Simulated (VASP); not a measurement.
# Pb (P6_3/mmc) in VASP: a series of runs

The runs below take Pb through single point, relaxation of cell and atoms, with PBEsol.

All numbers are computed with VASP 6.6.1; they aren't measurements. Logs are shortened: lines on timing, memory, paths and dates and some standing lists are left out, and cuts for length are marked.

### Step 1. The cell of the first run

It takes space group P6_3/mmc (No. 194, hexagonal). The conventional cell has a = 3.592 Å, b = 3.592 Å, c = 11.183 Å, α = 90.00°, β = 90.00°, γ = 120.00°. Pb (site symmetry -3m) has 12 Pb at 3.48 to 3.59 Å within 4.6 Å. Pb (site symmetry -6m2) has 12 Pb at 3.48 to 3.59 Å within 4.6 Å.

### Step 2. Single point, PBEsol (biaxial strain in the a-b plane: +3.0 %)

Contents of INCAR:

```
SYSTEM = Pb
ALGO     = Normal         ! electronic algorithm
EDIFF    = 1E-7           ! SCF threshold, eV
ENCUT    = 520            ! plane-wave cutoff, eV
GGA      = PS             ! functional
ISIF     = 2              ! what is computed and relaxed
ISMEAR   = 0              ! smearing method
LASPH    = .TRUE.         ! aspherical terms in the spheres
LCHARG   = .FALSE.        ! write CHGCAR
LREAL    = .FALSE.        ! projectors in reciprocal space
LWAVE    = .FALSE.        ! write WAVECAR
NBANDS   = 36             ! bands
NELM     = 100            ! most SCF steps
PREC     = Accurate       ! precision mode
SIGMA    = 0.1            ! smearing width, eV
```

Contents of KPOINTS:

```
k-points
0
G
  18 18 6
  0 0 0
```

Contents of POSCAR:

```
Pb
1.0
    3.5915277274      0.0000000000      0.0000000000
   -1.7957638637      3.1103542503      0.0000000000
    0.0000000000      0.0000000000     11.1834696537
Pb
4
Direct
    0.0000000000      0.0000000000      0.0000000000
    0.3333333333      0.6666666667      0.2500000000
    0.0000000000      0.0000000000      0.5000000000
    0.6666666667      0.3333333333      0.7500000000
```

Potentials or basis: VASP PAW PBE potentials, release 64 (Pb_d).

Command:

```sh
$ cat potpaw_PBE.64/Pb_d/POTCAR > POTCAR
$ mpirun -np 1 vasp_std > vasp.out
```

OUTCAR:

```text
SYSTEM = Pb
   EDIFF = 1E-7
   ENCUT = 520
   GGA = PS
   ISIF = 2
   ISMEAR = 0
   LASPH = .TRUE.
   LREAL = .FALSE.
   NELM = 100
   PREC = Accurate

 ion  position               nearest neighbor table
   1  0.000  0.000  0.000-   2 3.48   4 3.48   2 3.48   4 3.48   4 3.48   2 3.48
   2  0.333  0.667  0.250-   1 3.48   3 3.48   1 3.48   3 3.48   1 3.48   3 3.48
   3  0.000  0.000  0.500-   2 3.48   4 3.48   2 3.48   4 3.48   4 3.48   2 3.48
   4  0.667  0.333  0.750-   1 3.48   3 3.48   1 3.48   3 3.48   1 3.48   3 3.48

  LATTYP: Found a hexagonal cell.
 ALAT       =     3.5915277274
 C/A-ratio  =     3.1138475052

  Lattice vectors:

 A1 = (   3.5915277274,   0.0000000000,   0.0000000000)
 A2 = (  -1.7957638637,   3.1103542503,   0.0000000000)
 A3 = (   0.0000000000,   0.0000000000,  11.1834696537)

Analysis of symmetry for initial positions (statically):
=====================================================================
 Subroutine PRICEL returns:
 Original cell was already a primitive cell.

 Routine SETGRP: Setting up the symmetry group for a
 hexagonal supercell.

 Subroutine GETGRP returns: Found 24 space group operations
 (whereof 12 operations were pure point group operations)
 out of a pool of 24 trial point group operations.

The static configuration has the point symmetry D_3d.
 The point group associated with its full space group is D_6h.

Analysis of symmetry for dynamics (positions and initial velocities):
=====================================================================
 Subroutine PRICEL returns:
 Original cell was already a primitive cell.

 Routine SETGRP: Setting up the symmetry group for a
 hexagonal supercell.

 Subroutine GETGRP returns: Found 24 space group operations
 (whereof 12 operations were pure point group operations)
 out of a pool of 24 trial point group operations.

The dynamic configuration has the point symmetry D_3d.
 The point group associated with its full space group is D_6h.

 Subroutine INISYM returns: Found 24 space group operations
 (whereof 12 operations are pure point group operations),
 and found     1 'primitive' translations

----------------------------------------------------------------------------------------

                                     Primitive cell
[... 92 lines left out ...]
   LASPH  =      T    aspherical Exc in radial PAW
   ENCUT  =  520.0 eV  38.22 Ry    6.18 a.u.   6.68  6.68 20.79*2*pi/ulx,y,z
   NELM   =    100;   NELMIN=  2; NELMDL= -5     # of ELM steps
   EDIFF  = 0.1E-06   stopping-criterion for ELM
   LREAL  =      F    real-space projection
   EDIFFG = 0.1E-05   stopping-criterion for IOM
   NSW    =      0    number of steps for IOM
   IBRION =     -1    ionic relax: 0-MD 1-quasi-New 2-CG
   NFREE  =      0    steps in history (QN), initial steepest desc. (CG)
   ISIF   =      2    stress and relaxation
   ISYM   =      2    0-nonsym 1-usesym 2-fastsym
   POTIM  = 0.5000    time-step for ionic-motion
   TEBEG  =    0.0;   TEEND  =   0.0 temperature during run
   PSTRESS=    0.0 pullay stress
   NELECT =      56.0000    total number of electrons
   NUPDOWN=      -1.0000    fix difference up-down
   EMIN   =  10.00;   EMAX   =-10.00  energy-range for DOS
   EFERMI =   0.00;   METHOD = LEGACY
   ISMEAR =     0;   SIGMA  =   0.10  broadening in eV -4-tet -1-fermi 0-gaus
   EFERMI_NEDOS =   21; number of points for ismear=-14 and -15
   IALGO  =     38    algorithm
   IMIX   =      4    mixing-type and parameters
     AMIX     =   0.40;   BMIX     =  1.00
     AMIX_MAG =   1.60;   BMIX_MAG =  1.00
  volume/ion in A,a.u.               =      31.23       210.77
  Fermi-wavevector in a.u.,A,eV,Ry     =   1.252898  2.367633 21.357783  1.569753
  Thomas-Fermi vector in A             =   2.386776
   LORBIT       =      0    0 simple, 1 ext, 2 COOP (PROOUT), +10 PAW based schemes
   GGA     = PS    functional components
   LHFCALC =     F    Hartree Fock is set to
   AEXX    =    0.0000 exact exchange contribution
   IVDW    =     0    specifies the selected vdW correction
   LEPSILON=     F    determine dielectric tensor
   LRPA    =     F    only Hartree local field effects (RPA)
 non-spin polarized calculation
 Gauss-broadening in eV      SIGMA  =   0.10
  energy-cutoff  :      520.00
  volume of cell :      124.93
 maximum number of plane-waves:      3396
 NGX is ok and might be reduce to    28
   NGX = 13   NGY = 13   NGZ = 41

 number of electron      56.0000008 magnetization

 Free energy of the ion-electron system (eV)
  ---------------------------------------------------
  ext. energy  EPLUGINS =         0.00000000
  ---------------------------------------------------
  free energy    TOTEN  =       -15.90992030 eV

  energy without entropy =      -15.89554355  energy(sigma->0) =      -15.90273192

 E-fermi :   6.7860     XC(G=0): -10.1995

 val. band max:        6.7859737373   @ k =   0.1667   0.1667   0.3333
 cond. band min:       6.7965983815   @ k =   0.5000   0.0000   0.0000
 fundamental gap:      0.0106246442
 Fermi energy:         6.7859950503

 k-point     1 :       0.0000    0.0000    0.0000
  band No.  band energies     occupation
      1     -10.2192      2.00000
      2     -10.2026      2.00000
      3     -10.2026      2.00000
      4     -10.1986      2.00000
      5     -10.1986      2.00000
      6     -10.1916      2.00000
[... 925 lines left out ...]
     35      11.1382      0.00000
     36      11.2309      0.00000

 [... further k-points ...]

------------------------ aborting loop because EDIFF is reached ----------------------------------------

  FORCE on cell =-STRESS in cart. coord.  units (eV):
  Direction    XX          YY          ZZ          XY          YZ          ZX
  --------------------------------------------------------------------------------------
  -------------------------------------------------------------------------------------
  Total       -1.6650586     -1.6650586     -0.6776019      0.0000000      0.0000000      0.0000000
  in kB      -21.3537651    -21.3537651     -8.6899959      0.0000000      0.0000000      0.0000000
  external PRESSURE =     -17.1325087 kB  Pullay stress =       0.0000000 kB

 VOLUME and BASIS-vectors are now :
 -----------------------------------------------------------------------------
  energy-cutoff  :      520.00
  volume of cell :      124.93
      direct lattice vectors                 reciprocal lattice vectors
     3.591527727  0.000000000  0.000000000     0.278433045  0.160753393  0.000000000
    -1.795763864  3.110354250  0.000000000     0.000000000  0.321506787  0.000000000
     0.000000000  0.000000000 11.183469654     0.000000000  0.000000000  0.089417688

 POSITION                                       TOTAL-FORCE (eV/Angst)
 -----------------------------------------------------------------------------------
      0.00000      0.00000      0.00000        -0.000000      0.000000      0.000000
     -0.00000      2.07357      2.79587         0.000000     -0.000000      0.000000
      0.00000      0.00000      5.59173        -0.000000      0.000000      0.000000
      1.79576      1.03678      8.38760        -0.000000      0.000000     -0.000000
 -----------------------------------------------------------------------------------
    total drift:                                0.000000     -0.000000      0.000000

  FREE ENERGIE OF THE ION-ELECTRON SYSTEM (eV)
  ---------------------------------------------------
  free  energy   TOTEN  =       -15.9099202982 eV

  energy  without entropy=      -15.8955435501  energy(sigma->0) =      -15.90273192
```

stdout:

```text
POSCAR found type information on POSCAR Pb
 POSCAR found :  1 types and       4 ions
 scaLAPACK will be used
 -----------------------------------------------------------------------------
|                                                                             |
|                                                                             |
|     You enforced a specific xc type in the INCAR file but a different       |
|     I HOPE YOU KNOW WHAT YOU ARE DOING!                                     |
|                                                                             |
 -----------------------------------------------------------------------------

 LDA part: xc-table for (Slater+PW92), standard interpolation
 POSCAR, INCAR and KPOINTS ok, starting setup
 FFT: planning ... GRIDC
 FFT: planning ... GRID_SOFT
 FFT: planning ... GRID
 WAVECAR not read
 entering main loop
```

It took 4.6 min on 1 thread of Intel Xeon 6975P-C (Granite Rapids), shared host; peak memory 0.57 GiB.

Results:

```
Free energy            : -15.9099 eV
Pressure               : -1.7 GPa
Band gap on the k mesh : zero (band 28 reaches 11.90 eV, above the bottom of band 29 at 4.67 eV)
```

Stress tensor (GPa, compression positive):
```
-2.14  0.00  0.00
 0.00 -2.14  0.00
 0.00  0.00 -0.87
```

Caveat: the cell differs from its parent crystal (biaxial strain in the a-b plane: +3.0 %); the PAW data sets were made with another functional, which shifts forces and pressure a little; spin-orbit coupling is left out, which moves the levels of the heavy elements.

### Step 3. Relaxation of cell and atoms, PBEsol

This run uses another cell than the first one, of 30.91 Å³/atom, 0.990 times its volume.

Contents of INCAR:

```
SYSTEM = Pb
  PREC = Accurate
  ENCUT = 600
  EDIFF = 1E-6
  ISMEAR = 0
  SIGMA = 0.1
  LREAL = .FALSE.
  LASPH = .TRUE.
  NELM = 100
  ALGO = Normal
  ISIF = 3
  LWAVE = .FALSE.
  LCHARG = .FALSE.
  GGA = PS
  IBRION = 2
  NSW = 100
  EDIFFG = -0.005
```

Contents of KPOINTS:

```
regular mesh
0
G
  15 15 4
  0 0 0
```

Contents of POSCAR:

```
Pb
1.0
    3.5243661423      0.0000000000      0.0000000000
   -1.7621830711      3.0521906115      0.0000000000
    0.0000000000      0.0000000000     11.4952418100
Pb
4
Direct
    0.0000000000      0.0000000000      0.0000000000
    0.3333333300      0.6666666700      0.2500000000
    0.0000000000      0.0000000000      0.5000000000
    0.6666666700      0.3333333300      0.7500000000
```

Potentials or basis: VASP PAW PBE potentials, release 64 (Pb_d).

Command:

```sh
$ cat potpaw_PBE.64/Pb_d/POTCAR > POTCAR
$ mpirun -np 1 vasp_std > vasp.out
```

It took 18 min on 1 thread of AMD EPYC 9R14 (Zen 4), shared host; peak memory 0.44 GiB.

Results (log left out):

```yaml
Free_energy: -15.9907 eV
Relaxed_volume: 29.96 Å³/atom
Relaxed_cell: a = 3.482 Å, b = 3.482 Å, c = 11.415 Å, α = 90.00°, β = 90.00°, γ = 120.00°
Space_group_after_relaxing_to_0.05_Å: P6_3/mmc (No. 194)
Energy_gained_by_relaxing: 4.2 meV/atom
Ionic_steps: 10
Pressure_after_relaxing: 0.0 GPa
Band_gap_on_the_k_mesh: zero (band 28 reaches 12.97 eV, above the bottom of band 29 at 5.11 eV)
```

Step by step:
| step | energy change (eV) | largest force (eV/Å) | pressure (GPa) | volume (Å³) |
| --- | --- | --- | --- | --- |
| 1 | 0.0000 | 0.0000 | -1.38 | 123.65 |
| 2 | -0.0157 | 0.0000 | 0.40 | 118.95 |
| 3 | -0.0168 | 0.0000 | 0.01 | 119.88 |
| 4 | -0.0168 | 0.0000 | -0.03 | 119.96 |
| 5 | -0.0170 | 0.0000 | -0.03 | 119.96 |
| 6 | -0.0170 | 0.0000 | -0.03 | 119.96 |
| 7 | -0.0170 | 0.0000 | -0.03 | 119.96 |
| 8 | -0.0170 | 0.0000 | -0.03 | 119.96 |
| 9 | -0.0170 | 0.0000 | -0.03 | 119.96 |
| 10 | -0.0170 | 0.0000 | 0.01 | 119.84 |

Final structure:
```yaml
crystal:
  lattice:
    - [3.48183, 0.00000, 0.00000]
    - [-1.74092, 3.01535, 0.00000]
    - [0.00000, 0.00000, 11.41471]
  atoms:
    - { symbol: Pb, position: [0.00000, 0.00000, 0.00000] }
    - { symbol: Pb, position: [0.33333, 0.66667, 0.25000] }
    - { symbol: Pb, position: [0.00000, 0.00000, 0.50000] }
    - { symbol: Pb, position: [0.66667, 0.33333, 0.75000] }
```

Levels at points of the mesh, in eV from the Fermi level:
```csv
k point,band 24,band 25,band 26,band 27,band 28,band 29,band 30,band 31,band 32,band 33
"(0.00, 0.00, 0.00)",-8.18,-4.28,0.72,0.72,5.68,5.68,6.48,6.48,6.54,6.54
"(0.00, 0.00, 0.50)",-9.23,-2.59,-2.59,4.62,4.62,5.91,5.91,5.91,5.91,7.19
```

Caveat: the PAW data sets were made with another functional, which shifts forces and pressure a little; spin-orbit coupling is left out, which moves the levels of the heavy elements.

(Continued in part 2 of 2.)
